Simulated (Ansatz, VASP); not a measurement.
SnTe in VASP and in Ansatz

INCAR

```
SYSTEM = SnTe
PREC = Accurate
ENCUT = 520
EDIFF = 1E-6
ISMEAR = 0
SIGMA = 0.15
LREAL = .False.
LASPH = .True.
NELM = 100
ALGO = Fast
ISIF = 2
LWAVE = .False.
LCHARG = .False.
GGA = PE
IVDW = 12
NBANDS = 50
KPAR = 4
```

File KPOINTS:

```
regular mesh
0
Gamma
  12 12 12
  0 0 0
```

File POSCAR:

```
SnTe
1.0
   -3.8258851498      3.8258851498      3.8258851498
    3.8258851498     -3.8258851498      3.8258851498
    3.8258851498      3.8258851498     -3.8258851498
Sn Te
4 4
Direct
    0.0261377423      0.5261377423      0.5000000000
    0.5000000000      0.0000000000      0.5000000000
    0.5000000000      0.5000000000      0.0000000000
    0.0000000000      0.0000000000      0.0000000000
    0.5000000000      0.5000000000      0.5000000000
    0.0000000000      0.0000000000      0.5000000000
    0.0000000000      0.5000000000      0.0000000000
    0.5000000000      0.0000000000      0.0000000000
```

Input for Ansatz:

```yaml
crystal:
  lattice:
    - [-3.8258851498, 3.8258851498, 3.8258851498]
    - [3.8258851498, -3.8258851498, 3.8258851498]
    - [3.8258851498, 3.8258851498, -3.8258851498]
  atoms:
    - { symbol: Sn, position: [0.0261377423, 0.5261377423, 0.5] }
    - { symbol: Sn, position: [0.5, 0.0, 0.5] }
    - { symbol: Sn, position: [0.5, 0.5, 0.0] }
    - { symbol: Sn, position: [0.0, 0.0, 0.0] }
    - { symbol: Te, position: [0.5, 0.5, 0.5] }
    - { symbol: Te, position: [0.0, 0.0, 0.5] }
    - { symbol: Te, position: [0.0, 0.5, 0.0] }
    - { symbol: Te, position: [0.5, 0.0, 0.0] }
basis:
  ecutwfc: 420
kpoints:
  mp_grid: { grid: [12, 12, 12] }
hamiltonian:
  xc: pbe
  dispersion: d3bj
scf:
  occupations: { method: gaussian, width: 0.15 }
output:
  forces: true
  stress: true
  eigenvalues: true
```

Alike in both runs: task single point; functional PBE; dispersion D3(BJ); k mesh 12 × 12 × 12; occupations gaussian, width 0.15 eV; no spin polarisation.

|  | VASP | Ansatz |
| --- | --- | --- |
| version | VASP 6.6.1 | Ansatz 0.2.0 |
| potentials or method | VASP PAW PBE potentials, release 64 (Sn_d, Te), cutoff 520 eV | scalar-relativistic, plane waves, PAW |
| valence electrons in the cell | 80 | 120 |

|  | VASP | Ansatz | Ansatz less VASP |
| --- | --- | --- | --- |
| gap on the k mesh at the Fermi level (eV) | none | none | - |
| pressure (GPa) | -0.1 | -0.1 | +0.05 |
| traceless stress, the component that is largest in VASP (GPa) | 0.05 | 0.05 | 0.000 |
| rms of the force components (eV/Å) | 0.038 | 0.037 | -0.0008 |

Atom by atom the forces differ by 0.001 eV/Å (rms over components). A gap of «none» marks a metal or a gap that the smearing closes. VASP's potentials hold 80 valence electrons a cell and Ansatz's 120, so a difference there can come from the potentials and not from the codes.

Spin-orbit coupling is off throughout.
